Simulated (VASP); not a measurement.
# HfO2 in VASP: notebook

HfO2 is run at these levels: PBEsol; tasks: single point.

Everything below comes from runs of VASP 6.6.1. Logs are shortened: lines on timing, memory, paths and dates and some standing lists are left out, and cuts for length are marked.

## (1) The cell of the first run

The typed cell holds 18 atoms: a = 5.076 Å, b = 5.217 Å, c = 8.025 Å, α = 90.00°, β = 108.43°, γ = 90.00°.

## (2) Single point, PBEsol

Contents of INCAR:

```
PREC = Accurate ; ENCUT = 520
EDIFF = 1E-6 ; ISMEAR = -1
SIGMA = 0.0388 ; LREAL = Auto
LASPH = T ; NELM = 120
ALGO = Normal ; ISIF = 2
LWAVE = F ; LCHARG = F
GGA = PS ; NBANDS = 81
GGA_COMPAT = F ; ISYM = -1
```

Contents of KPOINTS:

```
explicit points
4
Reciprocal
  0.25000000   0.25000000   0.25000000 2
  0.25000000   0.25000000   0.75000000 2
  0.25000000   0.75000000   0.25000000 2
  0.25000000   0.75000000   0.75000000 2
```

Contents of POSCAR:

```
HfO2
1.0
   -3.5889440000     -3.5889440000      0.0000000000
    0.0000000000      0.0000000000      5.2168130000
   -3.5889440000      7.1778890000      0.0000000000
Hf O
6 12
Direct
    0.1658717559      0.4965123343      0.3288918849
    0.8356371365      0.4949726969      0.6612733754
    0.5060079888      0.5037380102      0.0063243295
    0.6638251935     -0.0052183201      0.3361851159
    0.3346687010     -0.0089782785      0.6794195656
   -0.0030867949      0.0147854638     -0.0015691708
    0.4904653008      0.6759793767      0.4958465502
    0.1601635317      0.7113356373      0.8381936452
    0.8244722471      0.7086263203      0.1733546903
    0.3278433396      0.8175146397      0.1600174350
   -0.0022839105      0.8223999979      0.5194315729
    0.6803596293      0.8199555936      0.8285507911
    0.3333881471      0.2945374887      0.1701039665
    0.0118695546      0.3206327311      0.5003560471
    0.6882032552      0.2850408861      0.8301032439
    0.4890744547      0.1778704738      0.4887276509
    0.1682855124      0.2136166276      0.8397912367
    0.8542420065      0.2044273007      0.1708539549
```

Potentials or basis: VASP PAW PBE potentials, release 64 (Hf_pv, O).

The run is started by

```console
$ cat potpaw_PBE.64/Hf_pv/POTCAR potpaw_PBE.64/O/POTCAR > POTCAR
$ mpirun -np 1 vasp_std > vasp.out
```

OUTCAR:

```text
PREC = Accurate
   ENCUT = 520
   EDIFF = 1E-6
   ISMEAR = -1
   LREAL = Auto
   LASPH = T
   NELM = 120
   ISIF = 2
   GGA = PS
   ISYM = -1

 ion  position               nearest neighbor table
   1  0.166  0.497  0.329-   7 2.00  14 2.01  13 2.04   9 2.10  18 2.27  16 2.40  10 2.45  11 2.60
                             3 3.53   3 3.54   6 3.56   2 3.57   2 3.60   4 3.61   4 3.63   4 3.65
   2  0.836  0.495  0.661-  14 2.01  15 2.06   7 2.06   8 2.13  11 2.34  17 2.35  12 2.44  16 2.49
                             1 3.57   6 3.59   5 3.59   4 3.60   1 3.60   4 3.60   5 3.62   3 3.65
   3  0.506  0.504  0.006-   9 2.04  13 2.10   8 2.14  15 2.23  17 2.36  10 2.39  18 2.41  12 2.52
                             1 3.53   1 3.54   5 3.56   6 3.58   4 3.59   6 3.62   2 3.65   5 3.65
   4  0.664  0.995  0.336-  16 1.97  10 2.06  11 2.07  18 2.17   9 2.30  13 2.37   7 2.43  14 2.50
                             3 3.59   2 3.60   2 3.60   6 3.61   1 3.61   6 3.62   1 3.63   5 3.64
   5  0.335  0.991  0.679-  11 1.99  12 1.99  17 2.10  16 2.16   8 2.29  15 2.38  14 2.49   7 2.50
                             6 3.50   6 3.52   3 3.56   2 3.59   2 3.62   4 3.64   4 3.65   3 3.65
   6  0.997  0.015  0.998-  18 2.01  12 2.02  17 2.04  10 2.05  15 2.22  13 2.34   8 2.35   9 2.46
                             5 3.50   5 3.52   1 3.56   3 3.58   2 3.59   4 3.61   3 3.62   4 3.62
   7  0.490  0.676  0.496-   1 2.00   2 2.06   4 2.43   5 2.50
   8  0.160  0.711  0.838-   2 2.13   3 2.14   5 2.29   6 2.35
   9  0.824  0.709  0.173-   3 2.04   1 2.10   4 2.30   6 2.46
  10  0.328  0.818  0.160-   6 2.05   4 2.06   3 2.39   1 2.45
  11  0.998  0.822  0.519-   5 1.99   4 2.07   2 2.34   1 2.60
  12  0.680  0.820  0.829-   5 1.99   6 2.02   2 2.44   3 2.52
  13  0.333  0.295  0.170-   1 2.04   3 2.10   6 2.34   4 2.37
  14  0.012  0.321  0.500-   2 2.01   1 2.01   5 2.49   4 2.50
  15  0.688  0.285  0.830-   2 2.06   6 2.22   3 2.23   5 2.38
  16  0.489  0.178  0.489-   4 1.97   5 2.16   1 2.40   2 2.49
  17  0.168  0.214  0.840-   6 2.04   5 2.10   2 2.35   3 2.36
  18  0.854  0.204  0.171-   6 2.01   4 2.17   1 2.27   3 2.41

IMPORTANT INFORMATION: All symmetrisations will be switched off!
NOSYMM: (Re-)initialisation of all symmetry stuff for point group C_1.

----------------------------------------------------------------------------------------

                                     Primitive cell

  volume of cell :     201.5858

  direct lattice vectors                    reciprocal lattice vectors
    -3.588944000 -3.588944000  0.000000000    -0.185755670 -0.092877822  0.000000000
     0.000000000  0.000000000  5.216813000     0.000000000  0.000000000  0.191687914
    -3.588944000  7.177889000  0.000000000    -0.092877822  0.092877822  0.000000000

  length of vectors
     5.075533279  5.216813000  8.025123646     0.207681147  0.191687914  0.131349076

  position of ions in fractional coordinates (direct lattice)
     0.165871756  0.496512334  0.328891885
     0.835637136  0.494972697  0.661273375
     0.506007989  0.503738010  0.006324330
     0.663825194  0.994781680  0.336185116
     0.334668701  0.991021721  0.679419566
     0.996913205  0.014785464  0.998430829
[... 10 lines left out ...]
     0.168285512  0.213616628  0.839791237
     0.854242007  0.204427301  0.170853955

  ion indices of the primitive-cell ions
   primitive index   ion index
                 1           1
                 2           2
                 3           3
                 4           4
                 5           5
                 6           6
[... 10 lines left out ...]
                17          17
                18          18

----------------------------------------------------------------------------------------

 KPOINTS: explicit points

Read explicit list of k-points.

 Found      4 k-points:

 Following reciprocal coordinates:
            Coordinates               Weight
  0.250000  0.250000  0.250000      0.250000
  0.250000  0.250000  0.750000      0.250000
  0.250000  0.750000  0.250000      0.250000
  0.250000  0.750000  0.750000      0.250000
   k-points           NKPTS =      4   k-points in BZ     NKDIM =      4   number of bands    NBANDS=     81
   number of dos      NEDOS =    301   number of ions     NIONS =     18
   total plane-waves  NPLWV =  96000
   dimension x,y,z NGX =    40 NGY =   40 NGZ =   60
   dimension x,y,z NGXF=    80 NGYF=   80 NGZF=  120
   ions per type =               6  12
   NGX,Y,Z   is equivalent  to a cutoff of  13.10, 12.75, 12.43 a.u.
   NGXF,Y,Z  is equivalent  to a cutoff of  26.20, 25.49, 24.86 a.u.
 SYSTEM =  unknown system
   PREC   = accura    normal or accurate (medium, high low for compatibility)
   ISTART =      0    job   : 0-new  1-cont  2-samecut
   ICHARG =      2    charge: 1-file 2-atom 10-const
   ISPIN  =      1    spin polarized calculation?
   LNONCOLLINEAR =      F non collinear calculations
   LSORBIT =      F    spin-orbit coupling
   LASPH  =      T    aspherical Exc in radial PAW
   ENCUT  =  520.0 eV  38.22 Ry    6.18 a.u.   9.44  9.70 14.92*2*pi/ulx,y,z
   NELM   =    120;   NELMIN=  2; NELMDL= -5     # of ELM steps
   EDIFF  = 0.1E-05   stopping-criterion for ELM
   LREAL  =      T    real-space projection
   EDIFFG = 0.1E-04   stopping-criterion for IOM
   NSW    =      0    number of steps for IOM
   IBRION =     -1    ionic relax: 0-MD 1-quasi-New 2-CG
   NFREE  =      0    steps in history (QN), initial steepest desc. (CG)
   ISIF   =      2    stress and relaxation
   ISYM   =     -1    0-nonsym 1-usesym 2-fastsym
   POTIM  = 0.5000    time-step for ionic-motion
   TEBEG  =    0.0;   TEEND  =   0.0 temperature during run
   PSTRESS=    0.0 pullay stress
   NELECT =     132.0000    total number of electrons
   NUPDOWN=      -1.0000    fix difference up-down
   EMIN   =  10.00;   EMAX   =-10.00  energy-range for DOS
   EFERMI =   0.00;   METHOD = LEGACY
   ISMEAR =    -1;   SIGMA  =   0.04  broadening in eV -4-tet -1-fermi 0-gaus
   EFERMI_NEDOS =   21; number of points for ismear=-14 and -15
   IALGO  =     38    algorithm
   IMIX   =      4    mixing-type and parameters
     AMIX     =   0.40;   BMIX     =  1.00
     AMIX_MAG =   1.60;   BMIX_MAG =  1.00
  volume/ion in A,a.u.               =      11.20        75.58
  Fermi-wavevector in a.u.,A,eV,Ry     =   1.421607  2.686447 27.496911  2.020966
  Thomas-Fermi vector in A             =   2.542399
   LORBIT       =      0    0 simple, 1 ext, 2 COOP (PROOUT), +10 PAW based schemes
   GGA     = PS    functional components
   LHFCALC =     F    Hartree Fock is set to
   AEXX    =    0.0000 exact exchange contribution
   IVDW    =     0    specifies the selected vdW correction
   LEPSILON=     F    determine dielectric tensor
   LRPA    =     F    only Hartree local field effects (RPA)
 non-spin polarized calculation
  energy-cutoff  :      520.00
  volume of cell :      201.59
 maximum number of plane-waves:      5437
 NGX is ok and might be reduce to    40
   NGX = 19   NGY = 19   NGZ = 29

 number of electron     131.9999992 magnetization

 Free energy of the ion-electron system (eV)
  ---------------------------------------------------
  ext. energy  EPLUGINS =         0.00000000
  ---------------------------------------------------
  free energy    TOTEN  =      -189.29280220 eV

  energy without entropy =     -189.29280220  energy(sigma->0) =     -189.29280220

 E-fermi :   3.9880     XC(G=0): -11.9218

 val. band max:        3.0211951953   @ k =   0.2500   0.7500   0.7500
 cond. band min:       7.9219928955   @ k =   0.2500   0.7500   0.2500
 fundamental gap:      4.9007977002
 Fermi energy:         3.9879671659

 k-point     1 :       0.2500    0.2500    0.2500
  band No.  band energies     occupation
      1     -26.3999      2.00000
      2     -26.3732      2.00000
      3     -26.3455      2.00000
      4     -26.0882      2.00000
      5     -26.0378      2.00000
      6     -25.9929      2.00000
[... 70 lines left out ...]
     77       9.2525      0.00000
     78       9.3851      0.00000

 k-point     2 :       0.2500    0.2500    0.7500
  band No.  band energies     occupation
      1     -26.4018      2.00000
      2     -26.3752      2.00000
      3     -26.3472      2.00000
      4     -26.0810      2.00000
      5     -26.0320      2.00000
      6     -26.0127      2.00000
[... 70 lines left out ...]
     77       9.1581      0.00000
     78       9.2805      0.00000

 k-point     3 :       0.2500    0.7500    0.2500
  band No.  band energies     occupation
      1     -26.4132      2.00000
      2     -26.3730      2.00000
      3     -26.3303      2.00000
      4     -26.0658      2.00000
      5     -26.0439      2.00000
      6     -25.9955      2.00000
[... 70 lines left out ...]
     77       9.2159      0.00000
     78       9.3878      0.00000

 k-point     4 :       0.2500    0.7500    0.7500
  band No.  band energies     occupation
      1     -26.4138      2.00000
      2     -26.3752      2.00000
      3     -26.3342      2.00000
      4     -26.0591      2.00000
      5     -26.0340      2.00000
      6     -26.0144      2.00000
[... 70 lines left out ...]
     77       9.1670      0.00000
     78       9.3932      0.00000
 [bands above 78 left out]

------------------------ aborting loop because EDIFF is reached ----------------------------------------

  FORCE on cell =-STRESS in cart. coord.  units (eV):
  Direction    XX          YY          ZZ          XY          YZ          ZX
  --------------------------------------------------------------------------------------
  -------------------------------------------------------------------------------------
  Total       -4.8650915     -7.2013646     -6.1853340     -0.0350891      2.3431678     -0.6520908
  in kB      -38.6671060    -57.2354967    -49.1602192     -0.2788835     18.6231888     -5.1827321
  external PRESSURE =     -48.3542739 kB  Pullay stress =       0.0000000 kB

 VOLUME and BASIS-vectors are now :
 -----------------------------------------------------------------------------
  energy-cutoff  :      520.00
  volume of cell :      201.59
      direct lattice vectors                 reciprocal lattice vectors
    -3.588944000 -3.588944000  0.000000000    -0.185755670 -0.092877822  0.000000000
     0.000000000  0.000000000  5.216813000     0.000000000  0.000000000  0.191687914
    -3.588944000  7.177889000  0.000000000    -0.092877822  0.092877822  0.000000000

 POSITION                                       TOTAL-FORCE (eV/Angst)
 -----------------------------------------------------------------------------------
     -1.77568      1.76544      2.59021         0.343957     -0.239058     -0.156581
     -5.37233      1.74749      2.58218        -0.583555      0.304309      0.715572
     -1.83873     -1.77064      2.62791         0.846806      0.079761     -0.200963
     -3.58898      0.03067      5.18959         0.115128     -0.812592      0.174209
     -3.63951      3.67569      5.16998         0.141155     -0.404524      1.303986
     -7.16118      3.58876      0.07713        -0.277051     -0.565738     -0.306440
[... 10 lines left out ...]
     -3.61793      5.42396      1.11440        -0.529572     -1.379848     -0.066589
     -3.67901     -1.83946      1.06646         0.843105      1.378578      0.272653
 -----------------------------------------------------------------------------------
    total drift:                                0.008233     -0.006759      0.002713

  FREE ENERGIE OF THE ION-ELECTRON SYSTEM (eV)
  ---------------------------------------------------
  free  energy   TOTEN  =      -189.2928022044 eV

  energy  without entropy=     -189.2928022044  energy(sigma->0) =     -189.29280220
```

Run time: 73 s. Hardware: 1 thread of Intel Xeon Platinum 8488C (Sapphire Rapids), shared host; peak memory 0.31 GiB.

What came out:

```yaml
Free_energy: -189.2928 eV
Pressure: -4.8 GPa
Largest_force: 2.450 eV/Å
Band_gap_on_the_k_mesh: 4.90 eV
```

Forces on the atoms (eV/Å):
```
Hf   0.344 -0.239 -0.157
Hf  -0.584  0.304  0.716
Hf   0.847  0.080 -0.201
Hf   0.115 -0.813  0.174
Hf   0.141 -0.405  1.304
Hf  -0.277 -0.566 -0.306
O   -0.671 -0.167  0.502
O   -0.986 -0.794 -0.766
O   -0.235 -0.195 -0.481
O   -0.697  0.208 -1.232
O    1.186 -0.283 -0.559
O    0.489  0.777 -1.894
O   -0.396 -1.397  1.176
O    0.239  0.670 -0.413
O    0.785  1.593  1.688
O   -0.616  1.228  0.244
O   -0.530 -1.380 -0.067
O    0.843  1.379  0.273
```

Caveat: the cell differs from its parent crystal (dynamics (npt langevin) at 450 K, volume x 1.01, from the last frame before); the cell stands under tension; the atoms stand as in a frame of molecular dynamics; the PAW data sets were made with another functional, which shifts forces and pressure a little; spin-orbit coupling is left out, which moves the levels of the heavy elements; a shifted mesh leaves out Γ, where band edges can lie.

## (3) Single point, PBEsol

This run uses another cell than the first one, of 10.91 Å³/atom.

Contents of INCAR:

```
PREC = Accurate
ENCUT = 700
EDIFF = 1E-6
ISMEAR = 0
SIGMA = 0.1
LREAL = Auto
LASPH = T
NELM = 120
ALGO = Normal
ISIF = 2
LWAVE = F
LCHARG = T
GGA = PS
LELF = T
LVHAR = T
ISYM = -1
NBANDS = 81
GGA_COMPAT = F
```

KPOINTS is that of step 2.

Contents of POSCAR:

```
HfO2
1.0
   -3.5580193300     -3.5580193300      0.0000000000
    0.0000000000      0.0000000000      5.1718612100
   -3.5580193300      7.1160386600      0.0000000000
Hf O
6 12
Direct
    0.1666666667      0.5000000000      0.3333333333
    0.8333333333      0.5000000000      0.6666666667
    0.5000000000      0.5000000000      0.0000000000
    0.6666666667      0.0000000000      0.3333333333
    0.3333333333      0.0000000000      0.6666666667
    0.0000000000      0.0000000000      0.0000000000
    0.5000000000      0.6972078800      0.5000000000
    0.1666666667      0.6972078800      0.8333333333
    0.8333333333      0.6972078800      0.1666666667
    0.3333333333      0.8027921200      0.1666666667
    0.0000000000      0.8027921200      0.5000000000
    0.6666666667      0.8027921200      0.8333333333
    0.3333333333      0.3027921200      0.1666666667
    0.0000000000      0.3027921200      0.5000000000
    0.6666666667      0.3027921200      0.8333333333
    0.5000000000      0.1972078800      0.5000000000
    0.1666666667      0.1972078800      0.8333333333
    0.8333333333      0.1972078800      0.1666666667
```

Potentials or basis: VASP PAW PBE potentials, release 64 (Hf_pv, O).

The run is started by

```console
$ cat potpaw_PBE.64/Hf_pv/POTCAR potpaw_PBE.64/O/POTCAR > POTCAR
$ mpirun -np 1 vasp_std > vasp.out
```

Wall time 2.2 min (1 thread of Intel Xeon Platinum 8488C (Sapphire Rapids), shared host); peak memory 0.41 GiB.

It converged, with:

| Item | Value |
| --- | --- |
| Free energy | -190.4191 eV |
| Pressure | -1.8 GPa |
| Largest force | 0.107 eV/Å |
| Band gap on the k mesh | 5.37 eV |

Forces on the atoms (eV/Å):
```
Hf  -0.001 -0.003 -0.001
Hf   0.001  0.003 -0.001
Hf   0.000  0.000 -0.003
Hf  -0.001 -0.003  0.001
Hf   0.001  0.003  0.001
Hf   0.000  0.000  0.003
O    0.000  0.000  0.107
O    0.001  0.000  0.107
O   -0.001  0.000  0.107
O   -0.001  0.000 -0.107
O    0.000  0.000 -0.107
O    0.001  0.000 -0.107
O   -0.001  0.000 -0.105
O    0.000  0.000 -0.105
O    0.001  0.000 -0.105
O    0.000  0.000  0.105
O    0.001  0.000  0.105
O   -0.001  0.000  0.105
```

Stress tensor (GPa, compression positive):
```
-1.34  0.06  0.00
 0.06 -1.40  0.00
 0.00  0.00 -2.66
```

Levels at points of the mesh, in eV from the valence-band top:
| k point | band 64 | band 65 | band 66 | band 67 | band 68 | band 69 |
| --- | --- | --- | --- | --- | --- | --- |
| (0.25, 0.25, 0.25) | -0.19 | -0.15 | -0.08 | 5.37 | 5.40 | 5.59 |

Caveat: the PAW data sets were made with another functional, which shifts forces and pressure a little; spin-orbit coupling is left out, which moves the levels of the heavy elements; a shifted mesh leaves out Γ, where band edges can lie. A k mesh can miss the band edges.
